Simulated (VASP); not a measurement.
Write the native input for VASP 6.6.1 that does the following.

```yaml
Task: single point
Functional: PBE
Potentials_or_basis: VASP PAW PBE potentials, release 64 (Hf_pv)
Cutoff: 520 eV
k_mesh: 24 × 24 × 24
Occupations: gaussian, width 0.1 eV
Spin: no spin polarisation
Dipole_correction: no
Further_INCAR_settings: ALGO = Normal; EDIFF = 1e-06; NBANDS = 11
```

The structure of Hf lies in POSCAR:

```
Hf
1.0
   -1.5855942462      1.5855942462      2.2423169318
    1.5855942462     -1.5855942462      2.2423169318
    1.5855942462      1.5855942462     -2.2423169318
Hf
1
Direct
    0.0000000000      0.0000000000      0.0000000000
```

One way to write it, as run:

INCAR

```
PREC     = Accurate       # precision mode
ENCUT    = 520            # plane-wave cutoff, eV
EDIFF    = 1E-6           # SCF threshold, eV
ISMEAR   = 0              # smearing method
SIGMA    = 0.1            # smearing width, eV
LREAL    = False          # projectors in reciprocal space
LASPH    = True           # aspherical terms in the spheres
NELM     = 100            # most SCF steps
ALGO     = Normal         # electronic algorithm
ISIF     = 2              # what is computed and relaxed
LWAVE    = False          # write WAVECAR
LCHARG   = True           # write CHGCAR
GGA      = PE             # functional
LELF     = True           # ELF
LVHAR    = True         
NBANDS   = 11             # bands
```

KPOINTS

```
regular mesh
0
Gamma
  24 24 24
```

Potentials or basis: VASP PAW PBE potentials, release 64 (Hf_pv).

Command:

```sh
$ cat potpaw_PBE.64/Hf_pv/POTCAR > POTCAR
$ mpirun -np 1 vasp_std > vasp.out
```

Results of the run:

```
Pressure               : -0.4 GPa
Band gap on the k mesh : zero (band 5 reaches 6.09 eV, above the bottom of band 6 at 4.08 eV)
```

Caveat: spin-orbit coupling is left out, which moves the levels of the heavy elements.

It took 50 s on 1 thread of Intel(R) Xeon(R) 6975P-C (Granite Rapids), with other jobs on the host, peak memory 0.36 GiB.
